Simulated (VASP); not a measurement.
# Sr3W4 (Pm-3m) in VASP: a series of runs, part 3 of 3

VASP 6.6.1. The steps go on from the part before.

### 6 Single point, PBE

This run uses another cell than the first one, of 28.75 Å³/atom, 1.008 times its volume.

INCAR

```
SYSTEM = Sr3W4
PREC = Accurate
ENCUT = 500
EDIFF = 1E-6
ISMEAR = 0
SIGMA = 0.1
LREAL = .False.
LASPH = .True.
NELM = 120
ALGO = Normal
ISIF = 2
LWAVE = .False.
LCHARG = .False.
GGA = PE
NBANDS = 52
GGA_COMPAT = .False.
```

KPOINTS

```
regular mesh
0
Gamma
  4 4 4
  0 0 0
```

POSCAR

```
Sr3W4
1.0
    5.8604880521      0.0000000000      0.0000000000
    0.0000000000      5.8604880521      0.0000000000
    0.0000000000      0.0000000000      5.8604880521
Sr W
3 4
Direct
    0.5000000000      0.5000000000      0.0000000000
    0.0000000000      0.5000000000      0.5000000000
    0.5000000000      0.0000000000      0.5000000000
    0.5000000000      0.5000000000      0.5000000000
    0.5000000000      0.0000000000      0.0000000000
    0.0000000000      0.5000000000      0.0000000000
    0.0000000000      0.0000000000      0.5000000000
```

Potentials or basis: VASP PAW PBE potentials, release 64 (Sr_sv, W_sv).

On the command line:

```console
$ cat potpaw_PBE.64/Sr_sv/POTCAR potpaw_PBE.64/W_sv/POTCAR > POTCAR
$ mpirun -np 1 vasp_std > vasp.out
```

OUTCAR:

```text
SYSTEM = Sr3W4
   PREC = Accurate
   ENCUT = 500
   EDIFF = 1E-6
   ISMEAR = 0
   LREAL = .False.
   LASPH = .True.
   NELM = 120
   ISIF = 2
   GGA = PE

 ion  position               nearest neighbor table
   1  0.500  0.500  0.000-   4 2.93   5 2.93   6 2.93   4 2.93   5 2.93   6 2.93   3 4.14   3 4.14
                             3 4.14   2 4.14   3 4.14   2 4.14   2 4.14   2 4.14
   2  0.000  0.500  0.500-   4 2.93   6 2.93   7 2.93   6 2.93   7 2.93   4 2.93   3 4.14   3 4.14
                             1 4.14   1 4.14   3 4.14   1 4.14   1 4.14   3 4.14
   3  0.500  0.000  0.500-   4 2.93   5 2.93   7 2.93   5 2.93   4 2.93   7 2.93   2 4.14   1 4.14
                             2 4.14   1 4.14   1 4.14   2 4.14   1 4.14   2 4.14
   4  0.500  0.500  0.500-   1 2.93   2 2.93   3 2.93   1 2.93   3 2.93   2 2.93
   5  0.500  0.000  0.000-   1 2.93   3 2.93   3 2.93   1 2.93
   6  0.000  0.500  0.000-   1 2.93   2 2.93   2 2.93   1 2.93
   7  0.000  0.000  0.500-   2 2.93   3 2.93   2 2.93   3 2.93

  LATTYP: Found a simple cubic cell.
 ALAT       =     5.8604880521

  Lattice vectors:

 A1 = (   5.8604880521,   0.0000000000,   0.0000000000)
 A2 = (   0.0000000000,   5.8604880521,   0.0000000000)
 A3 = (   0.0000000000,   0.0000000000,   5.8604880521)

Analysis of symmetry for initial positions (statically):
=====================================================================
 Subroutine PRICEL returns:
 Original cell was already a primitive cell.

 Routine SETGRP: Setting up the symmetry group for a
 simple cubic supercell.

 Subroutine GETGRP returns: Found 48 space group operations
 (whereof 48 operations were pure point group operations)
 out of a pool of 48 trial point group operations.

The static configuration has the point symmetry O_h .

Analysis of symmetry for dynamics (positions and initial velocities):
=====================================================================
[... 128 lines left out ...]
  Thomas-Fermi vector in A             =   2.367777
   LORBIT       =      0    0 simple, 1 ext, 2 COOP (PROOUT), +10 PAW based schemes
   GGA     = PE    functional components
   LHFCALC =     F    Hartree Fock is set to
   AEXX    =    0.0000 exact exchange contribution
   IVDW    =     0    specifies the selected vdW correction
   LEPSILON=     F    determine dielectric tensor
   LRPA    =     F    only Hartree local field effects (RPA)
 non-spin polarized calculation
 Gauss-broadening in eV      SIGMA  =   0.10
  energy-cutoff  :      500.00
  volume of cell :      201.28
 maximum number of plane-waves:      5137
 NGX is ok and might be reduce to    48
   NGX = 21   NGY = 21   NGZ = 21

 number of electron      86.0000016 magnetization

 Free energy of the ion-electron system (eV)
  ---------------------------------------------------
  ext. energy  EPLUGINS =         0.00000000
  ---------------------------------------------------
  free energy    TOTEN  =       -31.05339000 eV

  energy without entropy =      -30.94224733  energy(sigma->0) =      -30.99781866

 E-fermi :   3.5907     XC(G=0):  -9.9621

 val. band max:        3.5806605794   @ k =   0.5000   0.5000   0.2500
 cond. band min:       3.6133029025   @ k =   0.5000   0.2500   0.0000
 fundamental gap:      0.0326423231
 Fermi energy:         3.5906658894

 k-point     1 :       0.0000    0.0000    0.0000
  band No.  band energies     occupation
      1     -70.4377      2.00000
      2     -70.4375      2.00000
      3     -70.4375      2.00000
      4     -70.0545      2.00000
      5     -34.7529      2.00000
      6     -34.7529      2.00000
[... 539 lines left out ...]
     51       4.5473      0.00000
     52       4.5473      0.00000

------------------------ aborting loop because EDIFF is reached ----------------------------------------

  FORCE on cell =-STRESS in cart. coord.  units (eV):
  Direction    XX          YY          ZZ          XY          YZ          ZX
  --------------------------------------------------------------------------------------
  -------------------------------------------------------------------------------------
  Total        0.5148144      0.5148144      0.5148144     -0.0000000     -0.0000000      0.0000000
  in kB        4.0978861      4.0978861      4.0978861     -0.0000000     -0.0000000      0.0000000
  external PRESSURE =       4.0978861 kB  Pullay stress =       0.0000000 kB

 VOLUME and BASIS-vectors are now :
 -----------------------------------------------------------------------------
  energy-cutoff  :      500.00
  volume of cell :      201.28
      direct lattice vectors                 reciprocal lattice vectors
     5.860488052  0.000000000  0.000000000     0.170634253  0.000000000  0.000000000
     0.000000000  5.860488052  0.000000000     0.000000000  0.170634253  0.000000000
     0.000000000  0.000000000  5.860488052     0.000000000  0.000000000  0.170634253

 POSITION                                       TOTAL-FORCE (eV/Angst)
 -----------------------------------------------------------------------------------
      2.93024      2.93024      0.00000         0.000000      0.000000      0.000000
      0.00000      2.93024      2.93024         0.000000      0.000000      0.000000
      2.93024      0.00000      2.93024         0.000000      0.000000      0.000000
      2.93024      2.93024      2.93024         0.000000      0.000000      0.000000
      2.93024      0.00000      0.00000         0.000000      0.000000      0.000000
      0.00000      2.93024      0.00000         0.000000      0.000000      0.000000
      0.00000      0.00000      2.93024         0.000000      0.000000      0.000000
 -----------------------------------------------------------------------------------
    total drift:                                0.000000      0.000000      0.000000

  FREE ENERGIE OF THE ION-ELECTRON SYSTEM (eV)
  ---------------------------------------------------
  free  energy   TOTEN  =       -31.0533899975 eV

  energy  without entropy=      -30.9422473305  energy(sigma->0) =      -30.99781866
```

OSZICAR:

```text
N       E                     dE             d eps       ncg     rms          rms(c)
DAV:   1     0.925504651221E+03    0.92550E+03   -0.48488E+04  1112   0.161E+03
DAV:   2     0.263833478039E+02   -0.89912E+03   -0.88205E+03  1136   0.477E+02
DAV:   3    -0.339831931667E+02   -0.60367E+02   -0.57837E+02  1580   0.104E+02
DAV:   4    -0.379987903088E+02   -0.40156E+01   -0.38945E+01  1584   0.198E+01
DAV:   5    -0.381677662909E+02   -0.16898E+00   -0.16687E+00  1640   0.394E+00    0.638E+01
DAV:   6    -0.455274788331E+02   -0.73597E+01   -0.11343E+02  1384   0.272E+01    0.271E+01
DAV:   7    -0.395271013194E+02    0.60004E+01   -0.16200E+02  1268   0.225E+01    0.275E+01
DAV:   8    -0.314959191973E+02    0.80312E+01   -0.30678E+01  1248   0.144E+01    0.152E+01
DAV:   9    -0.309758656706E+02    0.52005E+00   -0.49461E+00  1448   0.618E+00    0.384E+00
DAV:  10    -0.309827163426E+02   -0.68507E-02   -0.53998E-01  1528   0.151E+00    0.197E+00
DAV:  11    -0.311314849497E+02   -0.14877E+00   -0.14049E+00  1244   0.184E+00    0.251E+00
DAV:  12    -0.310532822269E+02    0.78203E-01   -0.26633E-01  1328   0.117E+00    0.370E-01
DAV:  13    -0.310535259763E+02   -0.24375E-03   -0.75980E-03  1380   0.217E-01    0.209E-01
DAV:  14    -0.310534626835E+02    0.63293E-04   -0.95999E-04  1428   0.845E-02    0.946E-02
DAV:  15    -0.310534265055E+02    0.36178E-04   -0.68623E-04  1300   0.658E-02    0.574E-02
DAV:  16    -0.310533931799E+02    0.33326E-04   -0.19778E-04  1328   0.293E-02    0.183E-02
DAV:  17    -0.310533903546E+02    0.28253E-05   -0.73688E-06  1080   0.638E-03    0.888E-03
DAV:  18    -0.310533899975E+02    0.35705E-06   -0.67051E-06   980   0.533E-03
   1 F= -.31053390E+02 E0= -.30997819E+02  d E =-.111143E+00
```

stdout:

```text
POSCAR found type information on POSCAR SrW
 POSCAR found :  2 types and       7 ions
 scaLAPACK will be used
 LDA part: xc-table for (Slater+PW92), standard interpolation
 POSCAR, INCAR and KPOINTS ok, starting setup
 FFT: planning ... GRIDC
 FFT: planning ... GRID_SOFT
 FFT: planning ... GRID
 WAVECAR not read
 entering main loop
```

It took 2.1 min on 1 thread of Intel Xeon Platinum 8488C (Sapphire Rapids), shared host; peak memory 0.35 GiB.

Results:

```yaml
Free_energy: -31.0534 eV
Pressure: 0.4 GPa
Band_gap_on_the_k_mesh: zero (band 43 reaches 3.83 eV, above the bottom of band 44 at 3.21 eV)
```

Caveat: spin-orbit coupling is left out, which moves the levels of the heavy elements.

### 7 Relaxation of cell and atoms, PBE

This run uses another cell than the first one, of 18.55 Å³/atom, 0.650 times its volume.

INCAR

```
PREC     = Accurate       # precision mode
ENCUT    = 500            # plane-wave cutoff, eV
EDIFF    = 1E-7           # SCF threshold, eV
ISMEAR   = 0              # smearing method
SIGMA    = 0.1            # smearing width, eV
LREAL    = False          # projectors in reciprocal space
LASPH    = True           # aspherical terms in the spheres
NELM     = 120            # most SCF steps
ALGO     = Normal         # electronic algorithm
ISIF     = 3              # what is computed and relaxed
LWAVE    = False          # write WAVECAR
LCHARG   = False          # write CHGCAR
GGA      = PE             # functional
IBRION   = 2              # ionic algorithm
NSW      = 90             # ionic steps
EDIFFG   = -0.04          # ionic threshold
GGA_COMPAT= False        
NELMIN   = 4
```

KPOINTS

```
Automatic mesh
0
Gamma
  4 4 4
```

Changes to POSCAR since step 6:

```diff
@@ -2,5 +2,5 @@
 1.0
-    5.8604880521      0.0000000000      0.0000000000
-    0.0000000000      5.8604880521      0.0000000000
-    0.0000000000      0.0000000000      5.8604880521
+    5.0641089600      0.0000000000      0.0000000000
+    0.0000000000      5.0641089600      0.0000000000
+    0.0000000000      0.0000000000      5.0641089600
 Sr W
```

On the command line:

```console
$ cat potpaw_PBE.64/Sr_sv/POTCAR potpaw_PBE.64/W_sv/POTCAR > POTCAR
$ mpirun -np 1 vasp_std > vasp.out
```

It took 6.1 min on 1 thread of Intel Xeon Platinum 8488C (Sapphire Rapids), shared host; peak memory 0.27 GiB.

Results (log left out):

- Free energy: -31.0247 eV
- Relaxed volume: 29.20 Å³/atom
- Relaxed cell: a = 5.891 Å, b = 5.891 Å, c = 5.891 Å, α = 90.00°, β = 90.00°, γ = 90.00°
- Space group after relaxing (to 0.05 Å): Pm-3m (No. 221)
- Energy gained by relaxing: 841.8 meV/atom
- Ionic steps: 4
- Pressure after relaxing: -0.1 GPa
- Band gap on the k mesh: zero (band 43 reaches 3.73 eV, above the bottom of band 44 at 3.11 eV)

Step by step:
```tsv
step	energy change (eV)	largest force (eV/Å)	pressure (GPa)	volume (Å³)
1	0.0000	0.0000	40.50	129.87
2	-5.4009	0.0000	-4.15	239.47
3	-5.8671	0.0000	1.21	196.59
4	-5.8924	0.0000	-0.14	204.42
```

Final structure:
```
Sr W
1.0
     5.89084    0.00000    0.00000
     0.00000    5.89084    0.00000
     0.00000    0.00000    5.89084
Sr W
3 4
Cartesian
  2.9454 2.9454 0.0000
  0.0000 2.9454 2.9454
  2.9454 0.0000 2.9454
  2.9454 2.9454 2.9454
  2.9454 0.0000 0.0000
  0.0000 2.9454 0.0000
  0.0000 0.0000 2.9454
```

Levels at points of the mesh, in eV from the Fermi level:
```tsv
k point	band 40	band 41	band 42	band 43	band 44	band 45	band 46	band 47
(0.00, 0.00, 0.00)	-0.83	-0.57	-0.38	-0.38	-0.38	1.01	1.01	1.01
(0.50, 0.00, 0.00)	-0.66	-0.66	-0.11	-0.03	-0.03	0.21	0.21	0.27
(0.50, 0.50, 0.00)	-0.12	-0.11	0.08	0.24	0.24	0.46	0.46	0.63
(0.50, 0.50, 0.50)	0.09	0.09	0.23	0.23	0.23	0.88	0.88	0.88
```

Caveat: the volume moved by over 15 % at a fixed basis, so the end points are rough; spin-orbit coupling is left out, which moves the levels of the heavy elements.

### 8 Summary

| task | cell | k mesh | cutoff (eV) | gap on the mesh (eV) | pressure (GPa) | relaxed volume (Å³/atom) |
| --- | --- | --- | --- | --- | --- | --- |
| single point | a = 5.846 Å, 7 atoms | 6 × 6 × 6 | 520 | none | 0.3 | - |
| relaxation of cell and atoms | relaxed from a = 5.860 Å, 7 atoms | 6 × 6 × 6 | 600 | none | 0.0 | 28.80 |
| single point | a = 5.846 Å, 7 atoms | 4 × 4 × 4 | 500 | none | 0.7 | - |
| single point | a = 5.860 Å, 7 atoms | 4 × 4 × 4 | 500 | none | 0.4 | - |
| relaxation of cell and atoms | relaxed from a = 5.064 Å, 7 atoms | 4 × 4 × 4 | 500 | none | -0.1 | 29.20 |

Alike in all rows: level PBE; potentials or basis VASP PAW PBE potentials, release 64 (Sr_sv, W_sv); no spin polarisation; smearing gaussian 0.1 eV.

Caveats: spin-orbit coupling is left out, which moves the levels of the heavy elements; the volume moved by over 15 % at a fixed basis, so the end points are rough (some runs).

Total energies depend on the potentials used, so only differences within one code and one set of settings carry meaning.
